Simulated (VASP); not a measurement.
# HfO2 (R-3m) in VASP: a series of runs, part 2 of 2

VASP 6.6.1. Earlier steps stand in the parts before.

## (3) Single point, PBE (11.63 Å³/atom)

Contents of INCAR:

```
SYSTEM = HfO2
PREC     = Accurate       ! precision mode
ENCUT    = 520            ! plane-wave cutoff, eV
EDIFF    = 1E-6           ! SCF threshold, eV
ISMEAR   = 0              ! smearing method
SIGMA    = 0.05           ! smearing width, eV
LREAL    = .FALSE.        ! projectors in reciprocal space
LASPH    = .TRUE.         ! aspherical terms in the spheres
NELM     = 100            ! most SCF steps
ALGO     = Normal         ! electronic algorithm
ISIF     = 2              ! what is computed and relaxed
LWAVE    = .FALSE.        ! write WAVECAR
LCHARG   = .FALSE.        ! write CHGCAR
GGA      = PE             ! functional
NBANDS   = 18             ! bands
```

Contents of KPOINTS:

```
regular mesh
0
G
  8 8 8
  0 0 0
```

Contents of POSCAR:

```
HfO2
1.0
   -0.0690401901      2.5593934432      2.5593934432
    2.5593934432     -0.0690401901      2.5593934432
    2.5593934432      2.5593934432     -0.0690401901
Hf O
1 2
Direct
    0.0000000000      0.0000000000      0.0000000000
    0.2500000000      0.2500000000      0.2500000000
    0.7500000000      0.7500000000      0.7500000000
```

Potentials or basis: VASP PAW PBE potentials, release 64 (Hf_pv, O).

On the command line:

```console
> cat potpaw_PBE.64/Hf_pv/POTCAR potpaw_PBE.64/O/POTCAR > POTCAR
> mpirun -np 1 vasp_std > vasp.out
```

OUTCAR:

```text
SYSTEM = HfO2
   PREC = Accurate
   ENCUT = 520
   EDIFF = 1E-6
   ISMEAR = 0
   LREAL = .FALSE.
   LASPH = .TRUE.
   NELM = 100
   ISIF = 2
   GGA = PE

 ion  position               nearest neighbor table
   1  0.000  0.000  0.000-   2 2.19   3 2.19   3 2.27   2 2.27   3 2.27   3 2.27   2 2.27   2 2.27

   2  0.250  0.250  0.250-   1 2.19   1 2.27   1 2.27   1 2.27
   3  0.750  0.750  0.750-   1 2.19   1 2.27   1 2.27   1 2.27

  LATTYP: Found a trigonal (rhomboedric) cell.
 ALAT       =     3.6201873076
 COS(alpha) =     0.4728527458

  Lattice vectors:

 A1 = (  -0.0690401901,   2.5593934432,   2.5593934432)
 A2 = (   2.5593934432,  -0.0690401901,   2.5593934432)
 A3 = (   2.5593934432,   2.5593934432,  -0.0690401901)

Analysis of symmetry for initial positions (statically):
=====================================================================
 Subroutine PRICEL returns:
 Original cell was already a primitive cell.

 Routine SETGRP: Setting up the symmetry group for a
 trigonal (rhombohedral) supercell.

 Subroutine GETGRP returns: Found 12 space group operations
 (whereof 12 operations were pure point group operations)
 out of a pool of 12 trial point group operations.

The static configuration has the point symmetry D_3d.

Analysis of symmetry for dynamics (positions and initial velocities):
=====================================================================
 Subroutine PRICEL returns:
 Original cell was already a primitive cell.

 Routine SETGRP: Setting up the symmetry group for a
 trigonal (rhombohedral) supercell.

 Subroutine GETGRP returns: Found 12 space group operations
 (whereof 12 operations were pure point group operations)
 out of a pool of 12 trial point group operations.

The dynamic configuration has the point symmetry D_3d.

 Subroutine INISYM returns: Found 12 space group operations
 (whereof 12 operations are pure point group operations),
 and found     1 'primitive' translations

----------------------------------------------------------------------------------------

                                     Primitive cell

  volume of cell :      34.8870

  direct lattice vectors                    reciprocal lattice vectors
    -0.069040190  2.559393443  2.559393443    -0.187626573  0.192828154  0.192828154
     2.559393443 -0.069040190  2.559393443     0.192828154 -0.187626573  0.192828154
     2.559393443  2.559393443 -0.069040190     0.192828154  0.192828154 -0.187626573

  length of vectors
     3.620187308  3.620187308  3.620187308     0.331012273  0.331012273  0.331012273

  position of ions in fractional coordinates (direct lattice)
     0.000000000  0.000000000  0.000000000
     0.250000000  0.250000000  0.250000000
     0.750000000  0.750000000  0.750000000

  ion indices of the primitive-cell ions
   primitive index   ion index
                 1           1
                 2           2
                 3           3

----------------------------------------------------------------------------------------

 KPOINTS: regular mesh

Automatic generation of k-mesh.
 Grid dimensions read from file:
 generate k-points for:    8    8    8

 Generating k-lattice:

  Cartesian coordinates                     Fractional coordinates (reciprocal lattice)
    -0.023453322  0.024103519  0.024103519     0.125000000  0.000000000 -0.000000000
     0.024103519 -0.023453322  0.024103519     0.000000000  0.125000000 -0.000000000
     0.024103519  0.024103519 -0.023453322     0.000000000  0.000000000  0.125000000

  Length of vectors
     0.041376534  0.041376534  0.041376534

  Shift w.r.t. Gamma in fractional coordinates (k-lattice)
     0.000000000  0.000000000  0.000000000

 Subroutine IBZKPT returns following result:
 ===========================================

 Found     65 irreducible k-points:

 Following reciprocal coordinates:
            Coordinates               Weight
  0.000000  0.000000  0.000000      1.000000
  0.125000  0.000000  0.000000      6.000000
  0.250000  0.000000  0.000000      6.000000
  0.375000 -0.000000 -0.000000      6.000000
  0.500000  0.000000  0.000000      3.000000
  0.125000  0.125000 -0.000000      6.000000
[... 16 lines left out ...]
  0.250000  0.125000  0.125000      6.000000
  0.375000  0.125000  0.125000      6.000000
 [... further k-points ...]
   k-points           NKPTS =     65   k-points in BZ     NKDIM =     65   number of bands    NBANDS=     18
   number of dos      NEDOS =    301   number of ions     NIONS =      3
   total plane-waves  NPLWV =  21952
   dimension x,y,z NGX =    28 NGY =   28 NGZ =   28
   dimension x,y,z NGXF=    56 NGYF=   56 NGZF=   56
   ions per type =               1   2
   NGX,Y,Z   is equivalent  to a cutoff of  12.86, 12.86, 12.86 a.u.
   NGXF,Y,Z  is equivalent  to a cutoff of  25.72, 25.72, 25.72 a.u.
 SYSTEM =  HfO2
   PREC   = accura    normal or accurate (medium, high low for compatibility)
   ISTART =      0    job   : 0-new  1-cont  2-samecut
   ICHARG =      2    charge: 1-file 2-atom 10-const
   ISPIN  =      1    spin polarized calculation?
   LNONCOLLINEAR =      F non collinear calculations
   LSORBIT =      F    spin-orbit coupling
   LASPH  =      T    aspherical Exc in radial PAW
   ENCUT  =  520.0 eV  38.22 Ry    6.18 a.u.   6.73  6.73  6.73*2*pi/ulx,y,z
   NELM   =    100;   NELMIN=  2; NELMDL= -5     # of ELM steps
   EDIFF  = 0.1E-05   stopping-criterion for ELM
   LREAL  =      F    real-space projection
   EDIFFG = 0.1E-04   stopping-criterion for IOM
   NSW    =      0    number of steps for IOM
   IBRION =     -1    ionic relax: 0-MD 1-quasi-New 2-CG
   NFREE  =      0    steps in history (QN), initial steepest desc. (CG)
   ISIF   =      2    stress and relaxation
   ISYM   =      2    0-nonsym 1-usesym 2-fastsym
   POTIM  = 0.5000    time-step for ionic-motion
   TEBEG  =    0.0;   TEEND  =   0.0 temperature during run
   PSTRESS=    0.0 pullay stress
   NELECT =      22.0000    total number of electrons
   NUPDOWN=      -1.0000    fix difference up-down
   EMIN   =  10.00;   EMAX   =-10.00  energy-range for DOS
   EFERMI =   0.00;   METHOD = LEGACY
   ISMEAR =     0;   SIGMA  =   0.05  broadening in eV -4-tet -1-fermi 0-gaus
   EFERMI_NEDOS =   21; number of points for ismear=-14 and -15
   IALGO  =     38    algorithm
   IMIX   =      4    mixing-type and parameters
     AMIX     =   0.40;   BMIX     =  1.00
     AMIX_MAG =   1.60;   BMIX_MAG =  1.00
  volume/ion in A,a.u.               =      11.63        78.48
  Fermi-wavevector in a.u.,A,eV,Ry     =   1.403873  2.652935 26.815174  1.970860
  Thomas-Fermi vector in A             =   2.526491
   LORBIT       =      0    0 simple, 1 ext, 2 COOP (PROOUT), +10 PAW based schemes
   GGA     = PE    functional components
   LHFCALC =     F    Hartree Fock is set to
   AEXX    =    0.0000 exact exchange contribution
   IVDW    =     0    specifies the selected vdW correction
   LEPSILON=     F    determine dielectric tensor
   LRPA    =     F    only Hartree local field effects (RPA)
 non-spin polarized calculation
 Gauss-broadening in eV      SIGMA  =   0.05
  energy-cutoff  :      520.00
  volume of cell :       34.89
 maximum number of plane-waves:       951
   NGX = 13   NGY = 13   NGZ = 13

 number of electron      22.0000001 magnetization

 Free energy of the ion-electron system (eV)
  ---------------------------------------------------
  ext. energy  EPLUGINS =         0.00000000
  ---------------------------------------------------
  free energy    TOTEN  =       -30.12669285 eV

  energy without entropy =      -30.12669285  energy(sigma->0) =      -30.12669285

 E-fermi :   4.0212     XC(G=0): -11.4764

 val. band max:        3.6987278268   @ k =   0.5000   0.5000  -0.0000
 cond. band min:       7.3293408187   @ k =   0.5000   0.5000  -0.0000
 fundamental gap:      3.6306129919
 Fermi energy:         4.0212257476

 k-point     1 :       0.0000    0.0000    0.0000
  band No.  band energies     occupation
      1     -26.3056      2.00000
      2     -26.3056      2.00000
      3     -26.2795      2.00000
      4     -14.6143      2.00000
      5     -11.9113      2.00000
      6      -1.2556      2.00000
[... 10 lines left out ...]
     17      13.6063      0.00000
     18      16.8121      0.00000
[... 466 lines left out ...]
      2     -26.3429      2.00000
      3     -26.3248      2.00000
      4     -13.7212      2.00000
      5     -12.5472      2.00000
      6      -0.7684      2.00000
[... 10 lines left out ...]
     17      13.2123      0.00000
     18      15.5897      0.00000

 [... further k-points ...]

------------------------ aborting loop because EDIFF is reached ----------------------------------------

  FORCE on cell =-STRESS in cart. coord.  units (eV):
  Direction    XX          YY          ZZ          XY          YZ          ZX
  --------------------------------------------------------------------------------------
  -------------------------------------------------------------------------------------
  Total       -3.0912470     -3.0912470     -3.0912470      0.3984373      0.3984373      0.3984373
  in kB     -141.9647989   -141.9647989   -141.9647989     18.2981421     18.2981421     18.2981421
  external PRESSURE =    -141.9647989 kB  Pullay stress =       0.0000000 kB

 VOLUME and BASIS-vectors are now :
 -----------------------------------------------------------------------------
  energy-cutoff  :      520.00
  volume of cell :       34.89
      direct lattice vectors                 reciprocal lattice vectors
    -0.069040190  2.559393443  2.559393443    -0.187626573  0.192828154  0.192828154
     2.559393443 -0.069040190  2.559393443     0.192828154 -0.187626573  0.192828154
     2.559393443  2.559393443 -0.069040190     0.192828154  0.192828154 -0.187626573

 POSITION                                       TOTAL-FORCE (eV/Angst)
 -----------------------------------------------------------------------------------
      0.00000      0.00000      0.00000         0.000000      0.000000     -0.000000
      1.26244      1.26244      1.26244         0.123403      0.123403      0.123403
      3.78731      3.78731      3.78731        -0.123403     -0.123403     -0.123403
 -----------------------------------------------------------------------------------
    total drift:                                0.000000      0.000000      0.000000

  FREE ENERGIE OF THE ION-ELECTRON SYSTEM (eV)
  ---------------------------------------------------
  free  energy   TOTEN  =       -30.1266928499 eV

  energy  without entropy=      -30.1266928499  energy(sigma->0) =      -30.12669285
```

Wall time 53 s (1 thread of Intel Xeon 8259CL, shared host); peak memory 0.18 GiB.

What came out:

| Item | Value |
| --- | --- |
| Free energy | -30.1267 eV |
| Pressure | -14.2 GPa |
| Largest force | 0.214 eV/Å |
| Band gap on the k mesh | 3.63 eV |

Forces in eV/Å, atoms in the order of the input:
```
Hf   0.000  0.000  0.000
O    0.123  0.123  0.123
O   -0.123 -0.123 -0.123
```

Stress tensor (GPa, compression positive):
```
-14.20   1.83   1.83
  1.83 -14.20   1.83
  1.83   1.83 -14.20
```

Levels at points of the mesh, in eV from the valence-band top:
```
           k point  band 7  band 8  band 9  band 10  band 11  band 12  band 13  band 14  band 15  band 16
(0.00, 0.00, 0.00)   -4.95   -4.89   -0.60    -0.55    -0.55     3.72     3.72     5.29     9.44     9.44
(0.50, 0.00, 0.00)   -3.97   -2.90   -2.59    -1.77    -1.67     4.23     4.46     6.25     8.52     8.86
(0.50, 0.50, 0.00)   -3.38   -3.19   -1.58    -1.26     0.00     3.63     5.16     5.98     7.33     7.88
(0.50, 0.50, 0.50)   -3.90   -3.08   -2.50    -1.80    -1.80     4.45     4.45     6.68     8.45     8.45
```

Caveat: the cell stands under tension; spin-orbit coupling is left out, which moves the levels of the heavy elements. A k mesh can miss the band edges.

## (4) Single point, PBE (11.92 Å³/atom)

This run uses another cell than the first one, of 11.92 Å³/atom.

Contents of INCAR:

```
ALGO = Normal ; EDIFF = 1E-6
ENCUT = 520 ; GGA = PE
ISIF = 2 ; ISMEAR = 0
LASPH = T ; LCHARG = T
LELF = T ; LREAL = F
LVHAR = T ; LWAVE = F
NBANDS = 18 ; NELM = 80
PREC = Accurate ; SIGMA = 0.05
```

Contents of KPOINTS:

```
k-points
0
Gamma
  8 8 8
```

Contents of POSCAR:

```
HfO2
1.0
    0.0705290372      2.6508596678      2.6508596678
    2.6508596678      0.0705290372      2.6508596678
    2.6508596678      2.6508596678      0.0705290372
Hf O
1 2
Direct
    0.0000000000      0.0000000000      0.0000000000
    0.2500000000      0.2500000000      0.2500000000
    0.7500000000      0.7500000000      0.7500000000
```

On the command line:

```console
> cat potpaw_PBE.64/Hf_pv/POTCAR potpaw_PBE.64/O/POTCAR > POTCAR
> mpirun -np 1 vasp_std > vasp.out
```

Run time: 54 s. Hardware: 1 thread of Intel Xeon 8259CL, shared host; peak memory 0.18 GiB.

The run converged. Its results:

```
Free energy            : -30.0398 eV
Pressure               : -18.7 GPa
Largest force          : 0.076 eV/Å
Band gap on the k mesh : 3.56 eV
```

Forces on the atoms (eV/Å):
```
Hf   0.000  0.000  0.000
O   -0.044 -0.044 -0.044
O    0.044  0.044  0.044
```

Stress tensor (GPa, compression positive):
```
-18.68  -1.07  -1.07
 -1.07 -18.68  -1.07
 -1.07  -1.07 -18.68
```

Levels at points of the mesh, in eV from the valence-band top:
```tsv
k point	band 8	band 9	band 10	band 11	band 12	band 13	band 14	band 15
(0.00, 0.00, 0.00)	-4.77	-0.58	-0.58	-0.51	3.66	3.66	5.10	9.04
(0.50, 0.00, 0.00)	-2.95	-2.50	-1.76	-1.69	4.20	4.40	6.24	8.14
(0.50, 0.50, 0.00)	-3.14	-1.54	-1.22	0.00	3.56	5.03	5.75	7.20
(0.50, 0.50, 0.50)	-2.76	-2.56	-1.66	-1.66	4.20	4.20	5.83	8.61
```

Caveat: the cell stands under tension; spin-orbit coupling is left out, which moves the levels of the heavy elements. A k mesh can miss the band edges.

## (5) Single point, PBE (11.92 Å³/atom)

This run uses another cell than the first one, of 11.92 Å³/atom.

Contents of INCAR:

```
SYSTEM = HfO2
PREC     = Accurate       ! precision mode
ENCUT    = 520            ! plane-wave cutoff, eV
EDIFF    = 1E-6           ! SCF threshold, eV
ISMEAR   = 0              ! smearing method
SIGMA    = 0.05           ! smearing width, eV
LREAL    = .False.        ! projectors in reciprocal space
LASPH    = .True.         ! aspherical terms in the spheres
NELM     = 80             ! most SCF steps
ALGO     = Normal         ! electronic algorithm
ISIF     = 2              ! what is computed and relaxed
LWAVE    = .False.        ! write WAVECAR
LCHARG   = .False.        ! write CHGCAR
GGA      = PE             ! functional
NBANDS   = 18             ! bands
```

Contents of KPOINTS:

```
Automatic mesh
0
Gamma
  8 8 8
  0 0 0
```

Contents of POSCAR:

```
HfO2
1.0
   -0.0696171708      2.5807827318      2.5807827318
    2.5807827318     -0.0696171708      2.5807827318
    2.5807827318      2.5807827318     -0.0696171708
Hf O
1 2
Direct
    0.0000000000      0.0000000000      0.0000000000
    0.2500000000      0.2500000000      0.2500000000
    0.7500000000      0.7500000000      0.7500000000
```

On the command line:

```console
> cat potpaw_PBE.64/Hf_pv/POTCAR potpaw_PBE.64/O/POTCAR > POTCAR
> mpirun -np 1 vasp_std > vasp.out
```

Run time: 57 s. Hardware: 1 thread of Intel Xeon 8259CL, shared host; peak memory 0.18 GiB.

Results (log left out):

* Free energy: -30.0371 eV
* Pressure: -18.6 GPa
* Largest force: 0.159 eV/Å
* Band gap on the k mesh: 3.56 eV

Forces in eV/Å, atoms in the order of the input:
```
Hf   0.000  0.000  0.000
O    0.092  0.092  0.092
O   -0.092 -0.092 -0.092
```

Stress tensor (GPa, compression positive):
```
-18.64   1.52   1.52
  1.52 -18.64   1.52
  1.52   1.52 -18.64
```

Levels at points of the mesh, in eV from the valence-band top:
| k point | band 7 | band 8 | band 9 | band 10 | band 11 | band 12 | band 13 | band 14 | band 15 | band 16 |
| --- | --- | --- | --- | --- | --- | --- | --- | --- | --- | --- |
| (0.00, 0.00, 0.00) | -4.81 | -4.75 | -0.59 | -0.54 | -0.54 | 3.66 | 3.66 | 5.09 | 9.15 | 9.15 |
| (0.50, 0.00, 0.00) | -3.85 | -2.86 | -2.54 | -1.74 | -1.64 | 4.14 | 4.36 | 6.04 | 8.27 | 8.68 |
| (0.50, 0.50, 0.00) | -3.32 | -3.13 | -1.54 | -1.22 | 0.00 | 3.56 | 5.03 | 5.77 | 7.12 | 7.65 |
| (0.50, 0.50, 0.50) | -3.79 | -3.04 | -2.45 | -1.76 | -1.76 | 4.35 | 4.35 | 6.44 | 8.20 | 8.20 |

Caveat: the cell stands under tension; spin-orbit coupling is left out, which moves the levels of the heavy elements. A k mesh can miss the band edges.

## (6) Overview

```csv
cell,gap on the mesh (eV),pressure (GPa),largest force (eV/Å)
"a = 3.718 Å, angles 58.2°, 3 atoms",3.63,-14.2,0.12
"a = 3.620 Å, angles 61.8°, 3 atoms",3.63,-14.2,0.21
"a = 3.750 Å, angles 58.2°, 3 atoms",3.56,-18.7,0.08
"a = 3.650 Å, angles 61.8°, 3 atoms",3.56,-18.6,0.16
```

Alike in all rows: task single point; level PBE; potentials or basis VASP PAW PBE potentials, release 64 (Hf_pv, O); no spin polarisation; k mesh 8 × 8 × 8; cutoff (eV) 520; smearing gaussian 0.05 eV.

Caveats: the cell stands under tension; spin-orbit coupling is left out, which moves the levels of the heavy elements.

Absolute energies hang on the potentials; compare differences alone.
